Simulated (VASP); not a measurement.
Write the native input for VASP 6.6.1 that does the following.

```yaml
Task: single point
Functional: PBE
Potentials_or_basis: VASP PAW PBE potentials, release 64 (In_d, Se)
Cutoff: 520 eV
k_mesh: 10 × 10 × 10
Occupations: gaussian, width 0.1 eV
Spin: no spin polarisation
Dipole_correction: no
Further_INCAR_settings: ALGO = Normal; EDIFF = 1e-07; NBANDS = 30
```

The structure of In3Se lies in POSCAR:

```
In3Se
1.0
    4.9205853946      0.0000000000      0.0000000000
    0.0000000000      4.9205853946      0.0000000000
    0.0000000000      0.0000000000      4.9205853946
In Se
3 1
Direct
    0.0000000000      0.5000000000      0.5000000000
    0.5000000000      0.0000000000      0.5000000000
    0.5000000000      0.5000000000      0.0000000000
    0.0000000000      0.0000000000      0.0000000000
```

This cell differs from its parent crystal: strained.

These files were run (other wordings do the same):

INCAR

```
SYSTEM = In3Se
ALGO = Normal
EDIFF = 1E-7
ENCUT = 520
GGA = PE
ISIF = 2
ISMEAR = 0
LASPH = .True.
LCHARG = .True.
LELF = .True.
LREAL = .False.
LVHAR = .True.
LWAVE = .False.
NBANDS = 30
NELM = 100
PREC = Accurate
SIGMA = 0.1
```

KPOINTS

```
k-points
0
Gamma
  10 10 10
  0 0 0
```

Potentials or basis: VASP PAW PBE potentials, release 64 (In_d, Se).

Launch:

```sh
$ cat potpaw_PBE.64/In_d/POTCAR potpaw_PBE.64/Se/POTCAR > POTCAR
$ mpirun -np 1 vasp_std > vasp.out
```

It gave:

The pressure is -2.3 GPa.

Caveat: the cell differs from its parent crystal (strained).

Wall time 3.4 min on 1 thread of Intel(R) Xeon(R) Platinum 8488C (Sapphire Rapids), on a shared host, peak memory 0.34 GiB.
